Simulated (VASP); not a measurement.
Here is a VASP 6.6.1 calculation.

File POSCAR:

```
CuAu3
1.0
    4.0109680155      0.0000000000      0.0000000000
    0.0000000000      4.0109680155      0.0000000000
    0.0000000000      0.0000000000      4.0109680155
Cu Au
1 3
Direct
    0.0000000000      0.0000000000      0.0000000000
    0.0000000000      0.5000000000      0.5000000000
    0.5000000000      0.0000000000      0.5000000000
    0.5000000000      0.5000000000      0.0000000000
```

INCAR.step1

```
SYSTEM = CuAu3
  PREC = Accurate
  ENCUT = 520
  ISMEAR = 0
  SIGMA = 0.1
  LREAL = .FALSE.
  LASPH = .TRUE.
  NELM = 100
  NBANDS = 30
  GGA = PE
  ALGO = Normal
  EDIFF = 1E-4
  LWAVE = .TRUE.
  LCHARG = .FALSE.
```

The input INCAR.step2:

```
SYSTEM = CuAu3
  PREC = Accurate
  ENCUT = 520
  EDIFF = 1E-7
  ISMEAR = 0
  SIGMA = 0.1
  LREAL = .FALSE.
  LASPH = .TRUE.
  NELM = 100
  ALGO = Normal
  ISIF = 2
  LWAVE = .FALSE.
  LCHARG = .FALSE.
  METAGGA = R2SCAN
  LMIXTAU = .TRUE.
  NBANDS = 30
  ISTART = 1
```

File KPOINTS:

```
regular mesh
0
G
  10 10 10
  0 0 0
```

Potentials or basis: VASP PAW PBE potentials, release 64 (Cu, Au).

Run with:

```bash
$ cat potpaw_PBE.64/Cu/POTCAR potpaw_PBE.64/Au/POTCAR > POTCAR
$ cp INCAR.step1 INCAR
$ mpirun -np 1 vasp_std > vasp.out
$ cp INCAR.step2 INCAR
$ mpirun -np 1 vasp_std > vasp.out
```

(1) Estimate the pressure.

(2) Estimate the band gap on the k mesh.

Results:

(1) 0.3 GPa.

(2) zero (bands 22 and 23 overlap by 2.05 eV).

Caveat: the PAW data sets were made with another functional, which shifts forces and pressure a little; spin-orbit coupling is left out, which moves the levels of the heavy elements.
